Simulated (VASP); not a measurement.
# BiB (Pm-3m) in VASP: relaxation of cell and atoms with r2SCAN

Aim: the relaxation of cell and atoms of BiB with r2SCAN.

Program: VASP 6.6.1. These are calculated values, not measurements. Logs are shortened: lines on timing, memory, paths and dates and some standing lists are left out, and cuts for length are marked.

## (1) The cell of the first run

Symmetry: Pm-3m, No. 221, cubic system. The conventional cell has a = 3.374 Å, b = 3.374 Å, c = 3.374 Å, α = 90.00°, β = 90.00°, γ = 90.00°. Within 3.8 Å of B (site symmetry m-3m) lie 8 Bi at 2.92 Å and 6 B at 3.37 Å. Within 3.8 Å of Bi (site symmetry m-3m) lie 8 B at 2.92 Å and 6 Bi at 3.37 Å.

## (2) Relaxation of cell and atoms, r2SCAN

The input, POSCAR:

```
BiB
1.0
    3.3739154332      0.0000000000      0.0000000000
    0.0000000000      3.3739154332      0.0000000000
    0.0000000000      0.0000000000      3.3739154332
B Bi
1 1
Direct
    0.0000000000      0.0000000000      0.0000000000
    0.5000000000      0.5000000000      0.5000000000
```

The input, INCAR.step1:

```
PREC = Accurate
ENCUT = 600
ISMEAR = -1
SIGMA = 0.02
LREAL = F
LASPH = T
NELM = 60
GGA = PE
ALGO = Normal
EDIFF = 1E-4
LWAVE = T
LCHARG = F
```

The input, INCAR.step2:

```
PREC = Accurate
ENCUT = 600
EDIFF = 1E-6
ISMEAR = -1
SIGMA = 0.02
LREAL = F
LASPH = T
NELM = 60
ALGO = Normal
ISIF = 3
LWAVE = F
LCHARG = F
METAGGA = R2SCAN
LMIXTAU = T
IBRION = 2
NSW = 80
EDIFFG = -0.005
ISTART = 1
```

The input, KPOINTS:

```
Automatic mesh
0
Gamma
  8 8 8
```

Potentials or basis: VASP PAW PBE potentials, release 64 (B, Bi_d).

The run is started by

```
cat potpaw_PBE.64/B/POTCAR potpaw_PBE.64/Bi_d/POTCAR > POTCAR
cp INCAR.step1 INCAR
mpirun -np 1 vasp_std > vasp.out
cp INCAR.step2 INCAR
mpirun -np 1 vasp_std > vasp.out
```

OUTCAR:

```text
PREC = Accurate
   ENCUT = 600
   EDIFF = 1E-6
   ISMEAR = -1
   LREAL = F
   LASPH = T
   NELM = 60
   ISIF = 3
   METAGGA = R2SCAN
   IBRION = 2
   NSW = 80
   EDIFFG = -0.005
   ISTART = 1

 ion  position               nearest neighbor table
   1  0.000  0.000  0.000-   2 2.92   2 2.92   2 2.92   2 2.92   2 2.92   2 2.92   2 2.92   2 2.92

   2  0.500  0.500  0.500-   1 2.92   1 2.92   1 2.92   1 2.92   1 2.92   1 2.92   1 2.92   1 2.92

  LATTYP: Found a simple cubic cell.
 ALAT       =     3.3739154332

  Lattice vectors:

 A1 = (   3.3739154332,   0.0000000000,   0.0000000000)
 A2 = (   0.0000000000,   3.3739154332,   0.0000000000)
 A3 = (   0.0000000000,   0.0000000000,   3.3739154332)

Analysis of symmetry for initial positions (statically):
=====================================================================
 Subroutine PRICEL returns:
 Original cell was already a primitive cell.

 Routine SETGRP: Setting up the symmetry group for a
 simple cubic supercell.

 Subroutine GETGRP returns: Found 48 space group operations
 (whereof 48 operations were pure point group operations)
 out of a pool of 48 trial point group operations.

The static configuration has the point symmetry O_h .

Analysis of symmetry for dynamics (positions and initial velocities):
=====================================================================
 Subroutine PRICEL returns:
 Original cell was already a primitive cell.

 Routine SETGRP: Setting up the symmetry group for a
 simple cubic supercell.

 Subroutine GETGRP returns: Found 48 space group operations
 (whereof 48 operations were pure point group operations)
 out of a pool of 48 trial point group operations.

The dynamic configuration has the point symmetry O_h .

 Subroutine INISYM returns: Found 48 space group operations
 (whereof 48 operations are pure point group operations),
 and found     1 'primitive' translations

----------------------------------------------------------------------------------------

                                     Primitive cell

  volume of cell :      38.4063

  direct lattice vectors                    reciprocal lattice vectors
     3.373915433  0.000000000  0.000000000     0.296391543  0.000000000  0.000000000
     0.000000000  3.373915433  0.000000000     0.000000000  0.296391543  0.000000000
     0.000000000  0.000000000  3.373915433     0.000000000  0.000000000  0.296391543

[... 103 lines left out ...]
     AMIX_MAG =   1.60;   BMIX_MAG =  1.00
  volume/ion in A,a.u.               =      19.20       129.59
  Fermi-wavevector in a.u.,A,eV,Ry     =   1.271642  2.403055 22.001613  1.617073
  Thomas-Fermi vector in A             =   2.404564
   LORBIT       =      0    0 simple, 1 ext, 2 COOP (PROOUT), +10 PAW based schemes
   METAGGA = R2SCAN    functional components
   LHFCALC =     F    Hartree Fock is set to
   AEXX    =    0.0000 exact exchange contribution
   IVDW    =     0    specifies the selected vdW correction
   LEPSILON=     F    determine dielectric tensor
   LRPA    =     F    only Hartree local field effects (RPA)
 conjugate gradient relaxation of ions
 non-spin polarized calculation
  energy-cutoff  :      600.00
  volume of cell :       38.41
 maximum number of plane-waves:      1328
 NGX is ok and might be reduce to    28
   NGX = 13   NGY = 13   NGZ = 13

--------------------------------------- Ionic step        1  -------------------------------------------

 number of electron      18.0000003 magnetization

 Free energy of the ion-electron system (eV)
  ---------------------------------------------------
  ext. energy  EPLUGINS =         0.00000000
  ---------------------------------------------------
  free energy    TOTEN  =       -62.39154885 eV

  energy without entropy =      -62.38932106  energy(sigma->0) =      -62.39043496

------------------------ aborting loop because EDIFF is reached ----------------------------------------

  FORCE on cell =-STRESS in cart. coord.  units (eV):
  Direction    XX          YY          ZZ          XY          YZ          ZX
  --------------------------------------------------------------------------------------
  -------------------------------------------------------------------------------------
  Total       -0.0246683     -0.0246683     -0.0246683      0.0000000      0.0000000     -0.0000000
  in kB       -1.0290755     -1.0290755     -1.0290755      0.0000000      0.0000000     -0.0000000
  external PRESSURE =      -1.0290755 kB  Pullay stress =       0.0000000 kB
[... 59 lines left out ...]
--------------------------------------- Ionic step        3  -------------------------------------------

 number of electron      18.0000004 magnetization

 Free energy of the ion-electron system (eV)
  ---------------------------------------------------
  ext. energy  EPLUGINS =         0.00000000
  ---------------------------------------------------
  free energy    TOTEN  =       -62.39157071 eV

  energy without entropy =      -62.38934508  energy(sigma->0) =      -62.39045789

 E-fermi :   7.8606     XC(G=0): -11.6293

 val. band max:        7.8520145831   @ k =   0.5000   0.3750   0.2500
 cond. band min:       7.9424671549   @ k =   0.3750   0.1250   0.1250
 fundamental gap:      0.0904525718
 Fermi energy:         7.8606209790

 k-point     1 :       0.0000    0.0000    0.0000
  band No.  band energies     occupation
      1     -16.1399      2.00000
      2     -16.1399      2.00000
      3     -15.8822      2.00000
      4     -15.8822      2.00000
      5     -15.8822      2.00000
      6      -6.8428      2.00000
      7       4.9911      2.00000
      8       7.0401      2.00000
      9       7.0401      2.00000
     10       7.0401      2.00000
     11      13.9970      0.00000
     12      13.9970      0.00000
     13      15.9001      0.00000
[... 354 lines left out ...]
  band No.  band energies     occupation
      1     -16.0315      2.00000
      2     -16.0040      2.00000
      3     -15.9562      2.00000
      4     -15.9445      2.00000
      5     -15.8274      2.00000
      6      -2.8719      2.00000
      7       0.9636      2.00000
      8       3.4601      2.00000
      9       4.0853      2.00000
     10       9.4849      0.00000
     11      10.5696      0.00000
     12      12.5621      0.00000
     13      13.3555      0.00000

 [... further k-points ...]

------------------------ aborting loop because EDIFF is reached ----------------------------------------

  FORCE on cell =-STRESS in cart. coord.  units (eV):
  Direction    XX          YY          ZZ          XY          YZ          ZX
  --------------------------------------------------------------------------------------
  -------------------------------------------------------------------------------------
  Total        0.0068481      0.0068481      0.0068481      0.0000000      0.0000000      0.0000000
  in kB        0.2860822      0.2860822      0.2860822      0.0000000      0.0000000      0.0000000
  external PRESSURE =       0.2860822 kB  Pullay stress =       0.0000000 kB
[... 17 lines left out ...]
  FREE ENERGIE OF THE ION-ELECTRON SYSTEM (eV)
  ---------------------------------------------------
  free  energy   TOTEN  =       -62.3915707122 eV

  energy  without entropy=      -62.3893450764  energy(sigma->0) =      -62.39045789

 reached required accuracy - stopping structural energy minimisation
```

OSZICAR.step1:

```text
N       E                     dE             d eps       ncg     rms          rms(c)
DAV:   1     0.130970214027E+03    0.13097E+03   -0.10997E+04   910   0.184E+03
DAV:   2     0.793907835852E+00   -0.13018E+03   -0.12778E+03   975   0.394E+02
DAV:   3    -0.743382258480E+01   -0.82277E+01   -0.81186E+01  1135   0.970E+01
DAV:   4    -0.763242661831E+01   -0.19860E+00   -0.19842E+00  1080   0.159E+01
DAV:   5    -0.763807868393E+01   -0.56521E-02   -0.56519E-02  1109   0.250E+00    0.205E+00
DAV:   6    -0.739190501837E+01    0.24617E+00   -0.82049E-01  1188   0.662E+00    0.555E-01
DAV:   7    -0.739412190442E+01   -0.22169E-02   -0.50594E-02   943   0.136E+00    0.336E-01
DAV:   8    -0.739337939496E+01    0.74251E-03   -0.37749E-03   986   0.787E-01    0.716E-02
DAV:   9    -0.739310242173E+01    0.27697E-03   -0.84513E-04  1073   0.281E-01    0.221E-02
DAV:  10    -0.739310526180E+01   -0.28401E-05   -0.58380E-05   485   0.728E-02
   1 F= -.73931053E+01 E0= -.73919916E+01  d E =-.222726E-02
```

Run time: 2.3 min. Hardware: 1 thread of Intel Xeon Platinum 8259CL at 2.50GHz (Skylake/Cascade Lake), shared host; peak memory 0.19 GiB.

Results:

| Quantity | Value |
| --- | --- |
| Free energy | -62.3916 eV |
| Relaxed volume | 19.18 Å³/atom |
| Relaxed cell | a = 3.372 Å, b = 3.372 Å, c = 3.372 Å, α = 90.00°, β = 90.00°, γ = 90.00° |
| Space group after relaxing (to 0.1 Å) | Pm-3m (No. 221) |
| Energy gained by relaxing | 0.0 meV/atom |
| Ionic steps | 3 |
| Pressure after relaxing | 0.0 GPa |

Final structure:
```yaml
crystal:
  lattice:
    - [3.37233, 0.00000, 0.00000]
    - [0.00000, 3.37233, 0.00000]
    - [0.00000, 0.00000, 3.37233]
  atoms:
    - { symbol: B, position: [0.00000, 0.00000, 0.00000] }
    - { symbol: Bi, position: [0.50000, 0.50000, 0.50000] }
```

Levels at points of the mesh, in eV from the Fermi level:
| k point | band 7 | band 8 | band 9 | band 10 | band 11 | band 12 |
| --- | --- | --- | --- | --- | --- | --- |
| (0.00, 0.00, 0.00) | -2.87 | -0.82 | -0.82 | -0.82 | 6.14 | 6.14 |
| (0.50, 0.00, 0.00) | -9.02 | 2.00 | 2.06 | 2.06 | 2.33 | 3.39 |
| (0.50, 0.50, 0.00) | -5.78 | -5.56 | -5.56 | 2.50 | 5.44 | 5.64 |
| (0.50, 0.50, 0.50) | -4.57 | -2.34 | -2.34 | -2.34 | -1.21 | -1.21 |

Caveat: the highest band is partly filled, so the run has too few bands; the structure was generated, so it needn't be the stable form of BiB; the PAW data sets were made with another functional, which shifts forces and pressure a little; spin-orbit coupling is left out, which moves the levels of the heavy elements.
